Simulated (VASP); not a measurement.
A run of VASP 6.6.1 is set up as follows.

The input INCAR:

```
SYSTEM = Ge
PREC     = Accurate       ! precision mode
ENCUT    = 520            ! plane-wave cutoff, eV
EDIFF    = 1E-6           ! SCF threshold, eV
ISMEAR   = -1             ! smearing method
SIGMA    = 0.05           ! smearing width, eV
LREAL    = .FALSE.        ! projectors in reciprocal space
LASPH    = .TRUE.         ! aspherical terms in the spheres
NELM     = 150            ! most SCF steps
ALGO     = Normal         ! electronic algorithm
ISIF     = 2              ! what is computed and relaxed
LWAVE    = .FALSE.        ! write WAVECAR
LCHARG   = .FALSE.        ! write CHGCAR
ISPIN    = 2              ! spin polarisation
MAGMOM   = 0.5 -0.5       ! initial moments
LORBIT   = 11             ! projections on sites
GGA      = RP             ! functional
NBANDS   = 25             ! bands
```

File KPOINTS:

```
Automatic mesh
0
G
  8 8 8
  0 0 0
```

Contents of POSCAR:

```
Ge
1.0
    0.0000000000      2.7906767997      2.7906767997
    2.7906767997      0.0000000000      2.7906767997
    2.7906767997      2.7906767997      0.0000000000
Ge
2
Direct
    0.7500000000      0.7500000000      0.7500000000
    0.5000000000      0.5000000000      0.5000000000
```

Potentials or basis: VASP PAW PBE potentials, release 64 (Ge_d).

Launch:

```bash
$ cat potpaw_PBE.64/Ge_d/POTCAR > POTCAR
$ mpirun -np 1 vasp_std > vasp.out
```

Problem. What does it give for the net moment?

Solution. 0.00 μB per cell.

Problem. What does it give for the pressure?

Solution. 8.9 GPa.

Caveat: the PAW data sets were made with another functional, which shifts forces and pressure a little.
